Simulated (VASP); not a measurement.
# CoSi16 (a cell with a defect) in VASP: single point with PBE

Aim: the single point of CoSi16 (a cell with a defect) with PBE.

All numbers are computed with VASP 6.6.1; they aren't measurements. Logs are shortened: lines on timing, memory, paths and dates and some standing lists are left out, and cuts for length are marked.

## (1) The cell of the first run

The cell holds a defect, 17 atoms: a = 7.679 Å, b = 7.679 Å, c = 7.679 Å, α = 60.00°, β = 60.00°, γ = 60.00°.

## (2) Single point, PBE, collinear spin, ferromagnetic start

INCAR reads:

```
SYSTEM = CoSi16
ALGO     = Normal         ! electronic algorithm
EDIFF    = 1E-6           ! SCF threshold, eV
ENCUT    = 520            ! plane-wave cutoff, eV
GGA      = PE             ! functional
ISIF     = 2              ! what is computed and relaxed
ISMEAR   = 0              ! smearing method
ISPIN    = 2              ! spin polarisation
LASPH    = .TRUE.         ! aspherical terms in the spheres
LCHARG   = .FALSE.        ! write CHGCAR
LMAXMIX  = 4              ! l up to which the mixer works
LORBIT   = 11             ! projections on sites
LREAL    = Auto         
LWAVE    = .FALSE.        ! write WAVECAR
MAGMOM   = 0 0 0 0 0 0 0 0 0 0 0 0 0 0 0 0 0.34 ! initial moments
NBANDS   = 54             ! bands
NELM     = 150            ! most SCF steps
PREC     = Accurate       ! precision mode
SIGMA    = 0.02           ! smearing width, eV
```

KPOINTS reads:

```
k-points
0
G
  2 2 2
  0 0 0
```

POSCAR reads:

```
CoSi16
1.0
    0.0000000000      5.4300000000      5.4300000000
    5.4300000000      0.0000000000      5.4300000000
    5.4300000000      5.4300000000      0.0000000000
Si Co
16 1
Direct
   -0.0047796501     -0.0061188766      0.0207507366
    0.1336411602      0.1313860958      0.1172183241
   -0.0047695212     -0.0061566298      0.4896229282
    0.1032240331      0.1052916206      0.6454708103
   -0.0008305709      0.5054217311     -0.0025556169
    0.1272341621      0.6164181400      0.1340588398
    0.0042755064      0.4796712707      0.5077637201
    0.1272700737      0.6164041436      0.6217522099
    0.5078475138     -0.0025725599     -0.0028751381
    0.6177165746      0.1255445672      0.1350751381
    0.4756719153      0.0062853591      0.5087877532
    0.6177188766      0.1255380295      0.6211936464
    0.5052623389      0.5035897790     -0.0029466851
    0.6277315838      0.6259194291      0.1229459484
    0.5053011050      0.5035705341      0.4936368324
    0.6280109576      0.6268463168      0.6223544199
    0.8424730203      0.8524277164      0.4022531308
```

Potentials or basis: VASP PAW PBE potentials, release 64 (Si, Co).

Started as:

```bash
> cat potpaw_PBE.64/Si/POTCAR potpaw_PBE.64/Co/POTCAR > POTCAR
> mpirun -np 1 vasp_std > vasp.out
```

OUTCAR:

```text
SYSTEM = CoSi16
   EDIFF = 1E-6
   ENCUT = 520
   GGA = PE
   ISIF = 2
   ISMEAR = 0
   ISPIN = 2
   LASPH = .TRUE.
   LORBIT = 11
   LREAL = Auto
   NELM = 150
   PREC = Accurate

 ion  position               nearest neighbor table
   1  0.995  0.994  0.021-   2 2.34   4 2.36   6 2.37  10 2.37  17 2.41
   2  0.134  0.131  0.117-   1 2.34   3 2.34   5 2.35   9 2.35  17 3.10
   3  0.995  0.994  0.490-   2 2.34   4 2.36   8 2.37  12 2.37  17 2.41
   4  0.103  0.105  0.645-  11 2.34   7 2.35   1 2.36   3 2.36
   5  0.999  0.505  0.997-  14 2.33   2 2.35   6 2.36   8 2.36
   6  0.127  0.616  0.134-   7 2.34   5 2.36   1 2.37  13 2.37  17 2.75
   7  0.004  0.480  0.508-   6 2.34   8 2.34  17 2.35   4 2.35  16 2.36
   8  0.127  0.616  0.622-   7 2.34   5 2.36   3 2.37  15 2.37  17 2.75
   9  0.508  0.997  0.997-  14 2.33   2 2.35  12 2.36  10 2.36
  10  0.618  0.126  0.135-  11 2.35   9 2.36   1 2.37  13 2.37  17 2.68
  11  0.476  0.006  0.509-  17 2.31   4 2.34  12 2.35  10 2.35  16 2.39
  12  0.618  0.126  0.621-  11 2.35   9 2.36   3 2.37  15 2.37  17 2.68
  13  0.505  0.504  0.997-  14 2.32  16 2.35   6 2.37  10 2.37
  14  0.628  0.626  0.123-  15 2.32  13 2.32   5 2.33   9 2.33
  15  0.505  0.504  0.494-  14 2.32  16 2.35   8 2.37  12 2.37
  16  0.628  0.627  0.622-  13 2.35  15 2.35   7 2.36  11 2.39  17 2.39
  17  0.842  0.852  0.402-  11 2.31   7 2.35  16 2.39   1 2.41   3 2.41  10 2.68  12 2.68   6 2.75
                             8 2.75   2 3.10

  LATTYP: Found a face centered cubic cell.
 ALAT       =    10.8600000000

  Lattice vectors:

 A1 = (   0.0000000000,   5.4300000000,   5.4300000000)
 A2 = (   5.4300000000,   0.0000000000,   5.4300000000)
 A3 = (   5.4300000000,   5.4300000000,   0.0000000000)

Analysis of symmetry for initial positions (statically):
=====================================================================
 Subroutine PRICEL returns:
 Original cell was already a primitive cell.

 Routine SETGRP: Setting up the symmetry group for a
 face centered cubic supercell.

 Subroutine GETGRP returns: Found  1 space group operations
 (whereof  1 operations were pure point group operations)
 out of a pool of 48 trial point group operations.

The static configuration has the point symmetry C_1 .

Analysis of symmetry for dynamics (positions and initial velocities):
=====================================================================
 Subroutine PRICEL returns:
 Original cell was already a primitive cell.

 Routine SETGRP: Setting up the symmetry group for a
 face centered cubic supercell.

 Subroutine GETGRP returns: Found  1 space group operations
 (whereof  1 operations were pure point group operations)
 out of a pool of 48 trial point group operations.

The dynamic configuration has the point symmetry C_1 .

Analysis of structural, dynamic, and magnetic symmetry:
=====================================================================
 Subroutine PRICEL returns:
 Original cell was already a primitive cell.

 Routine SETGRP: Setting up the symmetry group for a
 face centered cubic supercell.

 Subroutine GETGRP returns: Found  1 space group operations
 (whereof  1 operations were pure point group operations)
 out of a pool of 48 trial point group operations.

The overall configuration has the point symmetry C_1 .

 Subroutine INISYM returns: Found  1 space group operations
 (whereof  1 operations are pure point group operations),
 and found     1 'primitive' translations

----------------------------------------------------------------------------------------

                                     Primitive cell

  volume of cell :     320.2060

  direct lattice vectors                    reciprocal lattice vectors
     0.000000000  5.430000000  5.430000000    -0.092081031  0.092081031  0.092081031
     5.430000000  0.000000000  5.430000000     0.092081031 -0.092081031  0.092081031
     5.430000000  5.430000000  0.000000000     0.092081031  0.092081031 -0.092081031
[... 79 lines left out ...]
   k-points           NKPTS =      8   k-points in BZ     NKDIM =      8   number of bands    NBANDS=     54
   number of dos      NEDOS =    301   number of ions     NIONS =     17
   total plane-waves  NPLWV = 216000
   dimension x,y,z NGX =    60 NGY =   60 NGZ =   60
   dimension x,y,z NGXF=   120 NGYF=  120 NGZF=  120
   ions per type =              16   1
   NGX,Y,Z   is equivalent  to a cutoff of  12.99, 12.99, 12.99 a.u.
   NGXF,Y,Z  is equivalent  to a cutoff of  25.98, 25.98, 25.98 a.u.
 SYSTEM =  CoSi16
   PREC   = accura    normal or accurate (medium, high low for compatibility)
   ISTART =      0    job   : 0-new  1-cont  2-samecut
   ICHARG =      2    charge: 1-file 2-atom 10-const
   ISPIN  =      2    spin polarized calculation?
   LNONCOLLINEAR =      F non collinear calculations
   LSORBIT =      F    spin-orbit coupling
   LASPH  =      T    aspherical Exc in radial PAW
   ENCUT  =  520.0 eV  38.22 Ry    6.18 a.u.  14.28 14.28 14.28*2*pi/ulx,y,z
   NELM   =    150;   NELMIN=  2; NELMDL= -5     # of ELM steps
   EDIFF  = 0.1E-05   stopping-criterion for ELM
   LREAL  =      T    real-space projection
   EDIFFG = 0.1E-04   stopping-criterion for IOM
   NSW    =      0    number of steps for IOM
   IBRION =     -1    ionic relax: 0-MD 1-quasi-New 2-CG
   NFREE  =      0    steps in history (QN), initial steepest desc. (CG)
   ISIF   =      2    stress and relaxation
   ISYM   =      2    0-nonsym 1-usesym 2-fastsym
   POTIM  = 0.5000    time-step for ionic-motion
   TEBEG  =    0.0;   TEEND  =   0.0 temperature during run
   PSTRESS=    0.0 pullay stress
   NELECT =      73.0000    total number of electrons
   NUPDOWN=      -1.0000    fix difference up-down
   EMIN   =  10.00;   EMAX   =-10.00  energy-range for DOS
   EFERMI =   0.00;   METHOD = LEGACY
   ISMEAR =     0;   SIGMA  =   0.02  broadening in eV -4-tet -1-fermi 0-gaus
   EFERMI_NEDOS =   21; number of points for ismear=-14 and -15
   IALGO  =     38    algorithm
   IMIX   =      4    mixing-type and parameters
     AMIX     =   0.40;   BMIX     =  1.00
     AMIX_MAG =   1.60;   BMIX_MAG =  1.00
  volume/ion in A,a.u.               =      18.84       127.11
  Fermi-wavevector in a.u.,A,eV,Ry     =   1.000090  1.889897 13.608288  1.000181
  Thomas-Fermi vector in A             =   2.132424
   LORBIT       =     11    0 simple, 1 ext, 2 COOP (PROOUT), +10 PAW based schemes
   GGA     = PE    functional components
   LHFCALC =     F    Hartree Fock is set to
   AEXX    =    0.0000 exact exchange contribution
   IVDW    =     0    specifies the selected vdW correction
   LEPSILON=     F    determine dielectric tensor
   LRPA    =     F    only Hartree local field effects (RPA)
 spin polarized calculation
 Gauss-broadening in eV      SIGMA  =   0.02
  energy-cutoff  :      520.00
  volume of cell :      320.21
 maximum number of plane-waves:      8646
 NGX is ok and might be reduce to    60
   NGX = 29   NGY = 29   NGZ = 29

 number of electron      72.9999999 magnetization       0.9996976

 Free energy of the ion-electron system (eV)
  ---------------------------------------------------
  ext. energy  EPLUGINS =         0.00000000
  ---------------------------------------------------
  free energy    TOTEN  =       -91.33939155 eV

  energy without entropy =      -91.33922076  energy(sigma->0) =      -91.33930615

 E-fermi :   6.5579     XC(G=0):  -9.6831

 val. band max:        6.5288101574   @ k =   0.0000   0.0000   0.0000
 cond. band min:       6.5871073994   @ k =   0.0000   0.5000   0.0000
 fundamental gap:      0.0582972420
 Fermi energy:         6.5579096556

 spin component 1

 k-point     1 :       0.0000    0.0000    0.0000
  band No.  band energies     occupation
      1      -5.8789      1.00000
      2      -3.5469      1.00000
      3      -3.5374      1.00000
      4      -3.4679      1.00000
      5      -3.4666      1.00000
      6      -1.8712      1.00000
[... 397 lines left out ...]
     47      10.4600      0.00000
     48      10.5481      0.00000
 Fermi energy:         6.5579096556

 spin component 2

 k-point     1 :       0.0000    0.0000    0.0000
  band No.  band energies     occupation
      1      -5.8611      1.00000
      2      -3.5298      1.00000
      3      -3.5139      1.00000
      4      -3.4533      1.00000
      5      -3.4379      1.00000
      6      -1.8676      1.00000
[... 397 lines left out ...]
     47      10.4727      0.00000
     48      10.5677      0.00000
 [bands above 48 left out]

------------------------ aborting loop because EDIFF is reached ----------------------------------------

  FORCE on cell =-STRESS in cart. coord.  units (eV):
  Direction    XX          YY          ZZ          XY          YZ          ZX
  --------------------------------------------------------------------------------------
  -------------------------------------------------------------------------------------
  Total        3.4465309      3.4436854      6.5227328     -0.8113478      0.2458431     -0.2480073
  in kB       17.2450032     17.2307653     32.6370341     -4.0596460      1.2300962     -1.2409252
  external PRESSURE =      22.3709342 kB  Pullay stress =       0.0000000 kB

 VOLUME and BASIS-vectors are now :
 -----------------------------------------------------------------------------
  energy-cutoff  :      520.00
  volume of cell :      320.21
      direct lattice vectors                 reciprocal lattice vectors
     0.000000000  5.430000000  5.430000000    -0.092081031  0.092081031  0.092081031
     5.430000000  0.000000000  5.430000000     0.092081031 -0.092081031  0.092081031
     5.430000000  5.430000000  0.000000000     0.092081031  0.092081031 -0.092081031

 POSITION                                       TOTAL-FORCE (eV/Angst)
 -----------------------------------------------------------------------------------
      5.50945      5.51672     10.80082        -0.153902     -0.077147      0.232733
      1.34992      1.36217      1.43910         0.011682     -0.011452     -0.053834
      8.05522      8.06275     10.80067         0.078247      0.153929      0.233331
      4.07664      4.06541      1.13224         0.032447     -0.033076     -0.079788
      8.16056     10.84161      8.16993        -0.128780      0.127770      0.168593
      4.07509      1.41882      4.03803        -0.014598      0.009790      0.032424
[... 9 lines left out ...]
      6.78316      6.78948      6.81387         0.087426     -0.088803     -0.391058
      6.81292      6.75886      9.20331        -0.032916      0.033490     -0.012927
 -----------------------------------------------------------------------------------
    total drift:                               -0.000441      0.001968      0.003152

  FREE ENERGIE OF THE ION-ELECTRON SYSTEM (eV)
  ---------------------------------------------------
  free  energy   TOTEN  =       -91.3393915454 eV

  energy  without entropy=      -91.3392207606  energy(sigma->0) =      -91.33930615

 total charge

# of ion       s       p       d       tot
------------------------------------------
    1        0.732   0.957   0.000   1.689
    2        0.745   0.944   0.000   1.690
    3        0.732   0.957   0.000   1.689
    4        0.764   0.907   0.000   1.671
    5        0.742   0.951   0.000   1.693
    6        0.737   0.941   0.000   1.677
[... 9 lines left out ...]
   16        0.733   0.955   0.000   1.689
   17        0.396   0.431   7.559   8.385
--------------------------------------------------
tot         12.230  15.592   7.559  35.381

 magnetization (x)

# of ion       s       p       d       tot
------------------------------------------
    1       -0.000   0.018   0.000   0.018
    2        0.000   0.008   0.000   0.008
    3       -0.000   0.018   0.000   0.018
    4       -0.001  -0.001   0.000  -0.002
    5       -0.001   0.006   0.000   0.005
    6        0.000   0.008   0.000   0.008
[... 9 lines left out ...]
   16       -0.003   0.005   0.000   0.002
   17        0.002   0.003   0.743   0.748
--------------------------------------------------
tot         -0.004   0.157   0.743   0.896
```

Wall time 6 min (1 thread of Intel Xeon 6975P-C (Granite Rapids), shared host); peak memory 0.72 GiB.

Results:

```
Free energy                                           : -91.3394 eV
Pressure                                              : 2.2 GPa
Largest force                                         : 0.410 eV/Å
Band gap on the k mesh                                : 0.06 eV
Net moment                                            : 1.00 μB per cell
Site moments                                          : Si +0.02, +0.01, -0.00, +0.00 (each value once); Co +0.75 μB
Valence electrons inside the program's atomic spheres : Si 1.69, 1.67, 1.68, 1.70, 1.72 (each value once); Co 8.38
```

Forces in eV/Å, atoms in the order of the input:
```
Si  -0.154 -0.077  0.233
Si   0.012 -0.011 -0.054
Si   0.078  0.154  0.233
Si   0.032 -0.033 -0.080
Si  -0.129  0.128  0.169
Si  -0.015  0.010  0.032
Si  -0.243  0.245  0.063
Si  -0.009  0.015  0.031
Si   0.115 -0.115  0.181
Si   0.059 -0.038  0.005
Si   0.177 -0.177 -0.026
Si   0.038 -0.059  0.004
Si  -0.115 -0.092 -0.201
Si   0.007 -0.007  0.014
Si   0.093  0.114 -0.201
Si   0.087 -0.089 -0.391
Co  -0.033  0.033 -0.013
```

Caveat: the k points lie up to 0.50 Å⁻¹ apart.
